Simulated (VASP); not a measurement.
Input of a VASP 6.6.1 run:

The input INCAR:

```
SYSTEM = GeSe3
  PREC = Accurate
  ENCUT = 520
  EDIFF = 1E-7
  ISMEAR = 0
  SIGMA = 0.1
  LREAL = .FALSE.
  LASPH = .TRUE.
  NELM = 100
  ALGO = Normal
  ISIF = 2
  LWAVE = .FALSE.
  LCHARG = .FALSE.
  GGA = PE
  NBANDS = 24
```

Contents of KPOINTS:

```
Automatic mesh
0
G
  6 6 6
  0 0 0
```

The input POSCAR:

```
GeSe3
1.0
   -1.8932750532      1.8932750532      7.6171172604
    1.8932750532     -1.8932750532      7.6171172604
    1.8932750532      1.8932750532     -7.6171172604
Ge Se
1 3
Direct
    0.0000000000      0.0000000000      0.0000000000
    0.5000000000      0.5000000000      0.0000000000
    0.2500000000      0.7500000000      0.5000000000
    0.7500000000      0.2500000000      0.5000000000
```

Potentials or basis: VASP PAW PBE potentials, release 64 (Ge_d, Se).

Command:

```sh
$ cat potpaw_PBE.64/Ge_d/POTCAR potpaw_PBE.64/Se/POTCAR > POTCAR
$ mpirun -np 1 vasp_std > vasp.out
```

Task: What does it give for the pressure?

Result: 0.0 GPa.

Task: Estimate the band gap on the k mesh.

Result: Zero (bands 16 and 17 overlap by 1.89 eV).
